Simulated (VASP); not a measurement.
# CsSnI3 (P4/mmm) in VASP: notebook

CsSnI3 is run at these levels: PBE; tasks: single point.

Program: VASP 6.6.1. These are calculated values, not measurements. Logs are shortened: lines on timing, memory, paths and dates and some standing lists are left out, and cuts for length are marked.

## (1) The cell of the first run

The structure is tetragonal, space group P4/mmm (No. 123). Conventional cell: a = 6.241 Å, b = 6.241 Å, c = 5.992 Å, α = 90.00°, β = 90.00°, γ = 90.00°. Cs (site symmetry 4/mmm) has 12 I at 4.33 to 4.41 Å and 8 Sn at 5.33 Å within 5.7 Å. Within 3.9 Å of Sn (site symmetry 4/mmm) lie 6 I at 3.00 to 3.12 Å. Within 3.9 Å of I (site symmetry 4/mmm) lie 2 Sn at 3.00 Å. I (site symmetry mmm) has 2 Sn at 3.12 Å within 4.1 Å.

## (2) Single point, PBE (uniaxial z strain -4.0%)

INCAR reads:

```
ALGO = Normal ; EDIFF = 1E-7
ENCUT = 520 ; GGA = PE
ISIF = 2 ; ISMEAR = -1
LASPH = True ; LCHARG = False
LREAL = False ; LWAVE = False
NBANDS = 30 ; NELM = 100
PREC = Accurate ; SIGMA = 0.02
```

KPOINTS reads:

```
k-points
0
Gamma
  4 4 4
```

POSCAR reads:

```
CsSnI3
1.0
    6.2414907048      0.0000000000      0.0000000000
    0.0000000000      6.2414907048      0.0000000000
    0.0000000000      0.0000000000      5.9918310766
Cs Sn I
1 1 3
Direct
    0.0000000000      0.0000000000      0.0000000000
    0.5000000000      0.5000000000      0.5000000000
    0.5000000000      0.5000000000      0.0000000000
    0.5000000000      0.0000000000      0.5000000000
    0.0000000000      0.5000000000      0.5000000000
```

Potentials or basis: VASP PAW PBE potentials, release 64 (Cs_sv, Sn_d, I).

On the command line:

```console
$ cat potpaw_PBE.64/Cs_sv/POTCAR potpaw_PBE.64/Sn_d/POTCAR potpaw_PBE.64/I/POTCAR > POTCAR
$ mpirun -np 1 vasp_std > vasp.out
```

OUTCAR:

```text
EDIFF = 1E-7
   ENCUT = 520
   GGA = PE
   ISIF = 2
   ISMEAR = -1
   LASPH = True
   LREAL = False
   NELM = 100
   PREC = Accurate

 ion  position               nearest neighbor table
   1  0.000  0.000  0.000-
   2  0.500  0.500  0.500-   3 3.00   3 3.00   5 3.12   4 3.12   4 3.12   5 3.12
   3  0.500  0.500  0.000-   2 3.00   2 3.00
   4  0.500  0.000  0.500-   2 3.12   2 3.12
   5  0.000  0.500  0.500-   2 3.12   2 3.12

  LATTYP: Found a simple tetragonal cell.
 ALAT       =     6.2414907048
 C/A-ratio  =     0.9600000000

  Lattice vectors:

 A1 = (   6.2414907048,   0.0000000000,   0.0000000000)
 A2 = (   0.0000000000,   6.2414907048,   0.0000000000)
 A3 = (   0.0000000000,   0.0000000000,   5.9918310766)

Analysis of symmetry for initial positions (statically):
=====================================================================
 Subroutine PRICEL returns:
 Original cell was already a primitive cell.

 Routine SETGRP: Setting up the symmetry group for a
 simple tetragonal supercell.

 Subroutine GETGRP returns: Found 16 space group operations
 (whereof 16 operations were pure point group operations)
 out of a pool of 16 trial point group operations.

The static configuration has the point symmetry D_4h.

Analysis of symmetry for dynamics (positions and initial velocities):
=====================================================================
 Subroutine PRICEL returns:
 Original cell was already a primitive cell.

 Routine SETGRP: Setting up the symmetry group for a
 simple tetragonal supercell.

 Subroutine GETGRP returns: Found 16 space group operations
 (whereof 16 operations were pure point group operations)
 out of a pool of 16 trial point group operations.

The dynamic configuration has the point symmetry D_4h.

 Subroutine INISYM returns: Found 16 space group operations
 (whereof 16 operations are pure point group operations),
 and found     1 'primitive' translations

----------------------------------------------------------------------------------------

                                     Primitive cell

  volume of cell :     233.4190

  direct lattice vectors                    reciprocal lattice vectors
     6.241490705  0.000000000  0.000000000     0.160218135  0.000000000  0.000000000
     0.000000000  6.241490705  0.000000000     0.000000000  0.160218135  0.000000000
     0.000000000  0.000000000  5.991831077     0.000000000  0.000000000  0.166893891

  length of vectors
     6.241490705  6.241490705  5.991831077     0.160218135  0.160218135  0.166893891

  position of ions in fractional coordinates (direct lattice)
     0.000000000  0.000000000  0.000000000
     0.500000000  0.500000000  0.500000000
     0.500000000  0.500000000  0.000000000
     0.500000000  0.000000000  0.500000000
     0.000000000  0.500000000  0.500000000

  ion indices of the primitive-cell ions
   primitive index   ion index
                 1           1
                 2           2
                 3           3
                 4           4
                 5           5

----------------------------------------------------------------------------------------

 KPOINTS: k-points

Automatic generation of k-mesh.
 Grid dimensions read from file:
 generate k-points for:    4    4    4

 Generating k-lattice:

  Cartesian coordinates                     Fractional coordinates (reciprocal lattice)
     0.040054534  0.000000000  0.000000000     0.250000000  0.000000000  0.000000000
     0.000000000  0.040054534  0.000000000     0.000000000  0.250000000  0.000000000
     0.000000000  0.000000000  0.041723473     0.000000000  0.000000000  0.250000000

  Length of vectors
     0.040054534  0.040054534  0.041723473

  Shift w.r.t. Gamma in fractional coordinates (k-lattice)
     0.000000000  0.000000000  0.000000000

 Subroutine IBZKPT returns following result:
 ===========================================

 Found     18 irreducible k-points:

 Following reciprocal coordinates:
            Coordinates               Weight
  0.000000  0.000000  0.000000      1.000000
  0.250000  0.000000  0.000000      4.000000
  0.500000  0.000000  0.000000      2.000000
  0.250000  0.250000  0.000000      4.000000
  0.500000  0.250000  0.000000      4.000000
  0.500000  0.500000  0.000000      1.000000
[... 10 lines left out ...]
  0.500000  0.250000  0.500000      4.000000
  0.500000  0.500000  0.500000      1.000000
   k-points           NKPTS =     18   k-points in BZ     NKDIM =     18   number of bands    NBANDS=     30
   number of dos      NEDOS =    301   number of ions     NIONS =      5
   total plane-waves  NPLWV = 110592
   dimension x,y,z NGX =    48 NGY =   48 NGZ =   48
   dimension x,y,z NGXF=    96 NGYF=   96 NGZF=   96
   ions per type =               1   1   3
   NGX,Y,Z   is equivalent  to a cutoff of  12.79, 12.79, 13.32 a.u.
   NGXF,Y,Z  is equivalent  to a cutoff of  25.57, 25.57, 26.64 a.u.
 SYSTEM =  unknown system
   PREC   = accura    normal or accurate (medium, high low for compatibility)
   ISTART =      0    job   : 0-new  1-cont  2-samecut
   ICHARG =      2    charge: 1-file 2-atom 10-const
   ISPIN  =      1    spin polarized calculation?
   LNONCOLLINEAR =      F non collinear calculations
   LSORBIT =      F    spin-orbit coupling
   LASPH  =      T    aspherical Exc in radial PAW
   ENCUT  =  520.0 eV  38.22 Ry    6.18 a.u.  11.61 11.61 11.14*2*pi/ulx,y,z
   NELM   =    100;   NELMIN=  2; NELMDL= -5     # of ELM steps
   EDIFF  = 0.1E-06   stopping-criterion for ELM
   LREAL  =      F    real-space projection
   EDIFFG = 0.1E-05   stopping-criterion for IOM
   NSW    =      0    number of steps for IOM
   IBRION =     -1    ionic relax: 0-MD 1-quasi-New 2-CG
   NFREE  =      0    steps in history (QN), initial steepest desc. (CG)
   ISIF   =      2    stress and relaxation
   ISYM   =      2    0-nonsym 1-usesym 2-fastsym
   POTIM  = 0.5000    time-step for ionic-motion
   TEBEG  =    0.0;   TEEND  =   0.0 temperature during run
   PSTRESS=    0.0 pullay stress
   NELECT =      44.0000    total number of electrons
   NUPDOWN=      -1.0000    fix difference up-down
   EMIN   =  10.00;   EMAX   =-10.00  energy-range for DOS
   EFERMI =   0.00;   METHOD = LEGACY
   ISMEAR =    -1;   SIGMA  =   0.02  broadening in eV -4-tet -1-fermi 0-gaus
   EFERMI_NEDOS =   21; number of points for ismear=-14 and -15
   IALGO  =     38    algorithm
   IMIX   =      4    mixing-type and parameters
     AMIX     =   0.40;   BMIX     =  1.00
     AMIX_MAG =   1.60;   BMIX_MAG =  1.00
  volume/ion in A,a.u.               =      46.68       315.04
  Fermi-wavevector in a.u.,A,eV,Ry     =   0.938672  1.773832 11.988151  0.881104
  Thomas-Fermi vector in A             =   2.065907
   LORBIT       =      0    0 simple, 1 ext, 2 COOP (PROOUT), +10 PAW based schemes
   GGA     = PE    functional components
   LHFCALC =     F    Hartree Fock is set to
   AEXX    =    0.0000 exact exchange contribution
   IVDW    =     0    specifies the selected vdW correction
   LEPSILON=     F    determine dielectric tensor
   LRPA    =     F    only Hartree local field effects (RPA)
 non-spin polarized calculation
  energy-cutoff  :      520.00
  volume of cell :      233.42
 maximum number of plane-waves:      6314
 NGX is ok and might be reduce to    48
   NGX = 23   NGY = 23   NGZ = 23

 number of electron      43.9999987 magnetization

 Free energy of the ion-electron system (eV)
  ---------------------------------------------------
  ext. energy  EPLUGINS =         0.00000000
  ---------------------------------------------------
  free energy    TOTEN  =       -13.87448536 eV

  energy without entropy =      -13.87375968  energy(sigma->0) =      -13.87412252

 E-fermi :   3.2717     XC(G=0):  -7.6200

 val. band max:        3.2443376801   @ k =   0.5000   0.5000   0.5000
 cond. band min:       3.3153177770   @ k =   0.5000   0.5000   0.5000
 fundamental gap:      0.0709800970
 Fermi energy:         3.2716977723

 k-point     1 :       0.0000    0.0000    0.0000
  band No.  band energies     occupation
      1     -19.2311      2.00000
      2     -19.0326      2.00000
      3     -19.0264      2.00000
      4     -19.0087      2.00000
      5     -19.0039      2.00000
      6     -19.0039      2.00000
[... 22 lines left out ...]
     29       7.6599      0.00000
     30       7.6599      0.00000

 k-point     2 :       0.2500    0.0000    0.0000
  band No.  band energies     occupation
      1     -19.2308      2.00000
      2     -19.0324      2.00000
      3     -19.0258      2.00000
      4     -19.0087      2.00000
      5     -19.0040      2.00000
      6     -19.0039      2.00000
[... 22 lines left out ...]
     29       7.0668      0.00000
     30       7.5738      0.00000

 k-point     3 :       0.5000    0.0000    0.0000
  band No.  band energies     occupation
      1     -19.2307      2.00000
      2     -19.0323      2.00000
      3     -19.0253      2.00000
      4     -19.0088      2.00000
      5     -19.0040      2.00000
      6     -19.0039      2.00000
[... 22 lines left out ...]
     29       7.3590      0.00000
     30       8.0270      0.00000

 k-point     4 :       0.2500    0.2500    0.0000
  band No.  band energies     occupation
      1     -19.2307      2.00000
      2     -19.0322      2.00000
      3     -19.0253      2.00000
      4     -19.0088      2.00000
      5     -19.0040      2.00000
      6     -19.0040      2.00000
[... 418 lines left out ...]
     29       7.7151      0.00000
     30       7.7528      0.00000

 k-point    17 :       0.5000    0.2500    0.5000
  band No.  band energies     occupation
      1     -19.2299      2.00000
      2     -19.0293      2.00000
      3     -19.0248      2.00000
      4     -19.0089      2.00000
      5     -19.0043      2.00000
      6     -19.0043      2.00000
[... 22 lines left out ...]
     29       7.3932      0.00000
     30       7.9380      0.00000

 k-point    18 :       0.5000    0.5000    0.5000
  band No.  band energies     occupation
      1     -19.2297      2.00000
      2     -19.0291      2.00000
      3     -19.0242      2.00000
      4     -19.0090      2.00000
      5     -19.0043      2.00000
      6     -19.0043      2.00000
[... 22 lines left out ...]
     29       7.0877      0.00000
     30       8.1511      0.00000

------------------------ aborting loop because EDIFF is reached ----------------------------------------

  FORCE on cell =-STRESS in cart. coord.  units (eV):
  Direction    XX          YY          ZZ          XY          YZ          ZX
  --------------------------------------------------------------------------------------
  -------------------------------------------------------------------------------------
  Total        1.0681656      1.0681656      3.7112648      0.0000000     -0.0000000      0.0000000
  in kB        7.3318393      7.3318393     25.4739507      0.0000000     -0.0000000      0.0000000
  external PRESSURE =      13.3792098 kB  Pullay stress =       0.0000000 kB

 VOLUME and BASIS-vectors are now :
 -----------------------------------------------------------------------------
  energy-cutoff  :      520.00
  volume of cell :      233.42
      direct lattice vectors                 reciprocal lattice vectors
     6.241490705  0.000000000  0.000000000     0.160218135  0.000000000  0.000000000
     0.000000000  6.241490705  0.000000000     0.000000000  0.160218135  0.000000000
     0.000000000  0.000000000  5.991831077     0.000000000  0.000000000  0.166893891

 POSITION                                       TOTAL-FORCE (eV/Angst)
 -----------------------------------------------------------------------------------
      0.00000      0.00000      0.00000         0.000000      0.000000      0.000000
      3.12075      3.12075      2.99592         0.000000      0.000000      0.000000
      3.12075      3.12075      0.00000         0.000000      0.000000      0.000000
      3.12075      0.00000      2.99592         0.000000      0.000000      0.000000
      0.00000      3.12075      2.99592         0.000000      0.000000      0.000000
 -----------------------------------------------------------------------------------
    total drift:                                0.000000     -0.000000     -0.000000

  FREE ENERGIE OF THE ION-ELECTRON SYSTEM (eV)
  ---------------------------------------------------
  free  energy   TOTEN  =       -13.8744853635 eV

  energy  without entropy=      -13.8737596752  energy(sigma->0) =      -13.87412252
```

Run time: 3.2 min. Hardware: 1 thread of Oxide Virtual Turin-like, shared host; peak memory 0.36 GiB.

Results:

| Quantity | Value |
| --- | --- |
| Free energy | -13.8745 eV |
| Pressure | 1.3 GPa |
| Band gap on the k mesh | 0.07 eV, direct |

Stress tensor (GPa, compression positive):
```
0.73 0.00 0.00
0.00 0.73 0.00
0.00 0.00 2.55
```

Caveat: the cell differs from its parent crystal (uniaxial z strain -4.0%); spin-orbit coupling is left out, which moves the levels of the heavy elements.

(Continued in part 2 of 2.)
